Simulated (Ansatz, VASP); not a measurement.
**Zr: VASP beside Ansatz**

```xyz
2
Lattice="3.1674 0.0000 0.0000 -1.5837 2.7990 0.0000 0.0000 0.0000 5.1470" Properties=species:S:1:pos:R:3 pbc="T T T"
Zr    0.0000    1.8660    1.2868
Zr    1.5837    0.9330    3.8603
```

Change from the starting cell: strain -0.0200 x Voigt [1, 0, 0, 0, 0, 0], atoms carried along.

Alike in both runs: task single point; functional PBE; k mesh 18 × 18 × 10; occupations gaussian, width 0.15 eV; no spin polarisation.

|  | VASP | Ansatz |
| --- | --- | --- |
| version | VASP 6.6.1 | Ansatz 0.2.0 |
| potentials or method | VASP PAW PBE potentials, release 64 (Zr_sv), cutoff 520 eV | scalar-relativistic, plane waves, PAW |
| valence electrons in the cell | 24 | 24 |

|  | VASP | Ansatz | Ansatz less VASP |
| --- | --- | --- | --- |
| gap on the k mesh at the Fermi level (eV) | none | none | - |
| pressure (GPa) | 2.4 | 2.4 | -0.03 |
| traceless stress, the component that is largest in VASP (GPa) | 1.14 | 1.14 | -0.006 |
| rms of the force components (eV/Å) | 0.020 | 0.020 | +0.0001 |

Atom by atom the forces differ by 0.000 eV/Å (rms over components). A gap of «none» marks a metal or a gap that the smearing closes.
